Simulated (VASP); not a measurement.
Input of a VASP 6.6.1 run:

INCAR

```
PREC = Accurate
ENCUT = 520
EDIFF = 1E-6
ISMEAR = 0
SIGMA = 0.05
LREAL = False
LASPH = True
NELM = 150
ALGO = Normal
ISIF = 2
LWAVE = False
LCHARG = False
MAGMOM = 0 0 0 0 0 0
LORBIT = 11
LSORBIT = True
GGA_COMPAT = False
LORBMOM = True
LMAXMIX = 4
GGA = PE
NBANDS = 30
```

File KPOINTS:

```
Automatic mesh
0
Gamma
  14 14 12
```

Contents of POSCAR:

```
WC
1.0
    3.0085825809      0.0000000000      0.0000000000
   -1.5042912904      2.5296203344      0.0000000000
    0.0000000000      0.0000000000      2.8466159029
W C
1 1
Direct
    0.0000000000      0.0000000000      0.0000000000
    0.6666666667      0.3333333333      0.5000000000
```

Potentials or basis: VASP PAW PBE potentials, release 64 (W_sv, C).

The run is started by

```sh
$ cat potpaw_PBE.64/W_sv/POTCAR potpaw_PBE.64/C/POTCAR > POTCAR
$ mpirun -np 1 vasp_ncl > vasp.out
```

**Question.** What does it give for the net moment?

**Answer.** 0.00 μB per cell.

**Question.** Estimate the largest force.

**Answer.** 0.131 eV/Å.

**Question.** What does it give for the pressure?

**Answer.** -8.0 GPa.

Moments on the atoms (μB; x, y, z):
```
W   0.00 0.00 0.00
C   0.00 0.00 0.00
```

Caveat: the stress differs along the axes, from -17 to -3 GPa.
